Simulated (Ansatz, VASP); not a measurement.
**Two plane-wave programs on BeGe6F3**

INCAR

```
ALGO     = Normal         # electronic algorithm
EDIFF    = 1E-6           # SCF threshold, eV
EDIFFG   = -0.01          # ionic threshold
ENCUT    = 600            # plane-wave cutoff, eV
GGA      = PE             # functional
IBRION   = 2              # ionic algorithm
ISIF     = 3              # what is computed and relaxed
ISMEAR   = 0              # smearing method
LASPH    = T              # aspherical terms in the spheres
LCHARG   = F              # write CHGCAR
LREAL    = F              # projectors in reciprocal space
LWAVE    = F              # write WAVECAR
NELM     = 100            # most SCF steps
NSW      = 100            # ionic steps
PREC     = Accurate       # precision mode
SIGMA    = 0.1            # smearing width, eV
```

File KPOINTS:

```
k-points
0
Gamma
  6 6 6
```

File POSCAR:

```
BeGe6F3
1.0
   -4.2910108785      4.2910108785      4.2910108785
    4.2910108785     -4.2910108785      4.2910108785
    4.2910108785      4.2910108785     -4.2910108785
Be Ge F
1 6 3
Direct
    0.0000000000      0.0000000000      0.0000000000
    0.0000000000      0.7468257418      0.7468257418
    0.0000000000      0.2531742582      0.2531742582
    0.7468257418      0.0000000000      0.7468257418
    0.2531742582      0.0000000000      0.2531742582
    0.7468257418      0.7468257418      0.0000000000
    0.2531742582      0.2531742582      0.0000000000
    0.0000000000      0.5000000000      0.5000000000
    0.5000000000      0.0000000000      0.5000000000
    0.5000000000      0.5000000000      0.0000000000
```

Input for Ansatz:

```yaml
crystal:
  lattice:
    - [-4.2910108785, 4.2910108785, 4.2910108785]
    - [4.2910108785, -4.2910108785, 4.2910108785]
    - [4.2910108785, 4.2910108785, -4.2910108785]
  atoms:
    - { symbol: Be, position: [0.0, 0.0, 0.0] }
    - { symbol: Ge, position: [0.0, 0.7468257418, 0.7468257418] }
    - { symbol: Ge, position: [0.0, 0.2531742582, 0.2531742582] }
    - { symbol: Ge, position: [0.7468257418, 0.0, 0.7468257418] }
    - { symbol: Ge, position: [0.2531742582, 0.0, 0.2531742582] }
    - { symbol: Ge, position: [0.7468257418, 0.7468257418, 0.0] }
    - { symbol: Ge, position: [0.2531742582, 0.2531742582, 0.0] }
    - { symbol: F, position: [0.0, 0.5, 0.5] }
    - { symbol: F, position: [0.5, 0.0, 0.5] }
    - { symbol: F, position: [0.5, 0.5, 0.0] }
basis:
  ecutwfc: 420
kpoints:
  mp_grid: { grid: [6, 6, 6] }
hamiltonian:
  xc: pbe
scf:
  occupations: { method: gaussian, width: 0.1 }
output:
  forces: true
  stress: true
  eigenvalues: true
  write_density: true
  write_potential: true
  elf: true
  volumetric_format: npy
relax:
  adjacent_minimum: "off"
  f_tol: 0.01
  max_steps: 80
  cell: { stress_tol: 0.05 }
```

Alike in both runs: task relaxation of cell and atoms; functional PBE; k mesh 6 × 6 × 6; occupations gaussian, width 0.1 eV; no spin polarisation.

|  | VASP | Ansatz |
| --- | --- | --- |
| version | VASP 6.6.1 | Ansatz 0.2.0 |
| potentials or method | VASP PAW PBE potentials, release 64 (Be, Ge_d, F), cutoff 600 eV | scalar-relativistic, plane waves, PAW |
| valence electrons in the cell | 107 | 107 |

VASP gave:

- gap on the k mesh at the Fermi level, each at its own relaxed structure (eV): none
- relaxed volume (Å³/atom): 31.85
- relaxed cell length with the largest relative difference (Å): 7.452

**Question.** What did Ansatz give for the same quantities?

**Answer.** gap on the k mesh at the Fermi level, each at its own relaxed structure (eV): none; relaxed volume (Å³/atom): 31.84; relaxed cell length with the largest relative difference (Å): 7.451.

A gap of «none» marks a metal or a gap that the smearing closes.
